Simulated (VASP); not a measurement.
Input of a VASP 6.6.1 run:

Contents of INCAR:

```
SYSTEM = AlGa2
PREC = Accurate ; ENCUT = 520
EDIFF = 1E-6 ; ISMEAR = 0
SIGMA = 0.1 ; LREAL = .False.
LASPH = .True. ; NELM = 100
ALGO = Fast ; ISIF = 2
LWAVE = .False. ; LCHARG = .False.
GGA = PE ; NBANDS = 22
```

File KPOINTS:

```
Automatic mesh
0
Gamma
  12 12 16
  0 0 0
```

File POSCAR:

```
AlGa2
1.0
    4.7666698738      0.0000000000      0.0000000000
   -2.3833349369      4.1280572021      0.0000000000
    0.0000000000      0.0000000000      2.7740496100
Al Ga
1 2
Direct
    0.0000000000      0.0000000000      0.5000000000
    0.3333333333      0.6666666667      0.0000000000
    0.6666666667      0.3333333333      0.0000000000
```

Potentials or basis: VASP PAW PBE potentials, release 64 (Al, Ga_d).

Launch:

```bash
$ cat potpaw_PBE.64/Al/POTCAR potpaw_PBE.64/Ga_d/POTCAR > POTCAR
$ mpirun -np 1 vasp_std > vasp.out
```

(1) Estimate the pressure.

(2) Estimate the band gap on the k mesh.

## Answers

(1) 0.1 GPa.

(2) zero (an odd number of electrons rules out a gap without spin polarisation).
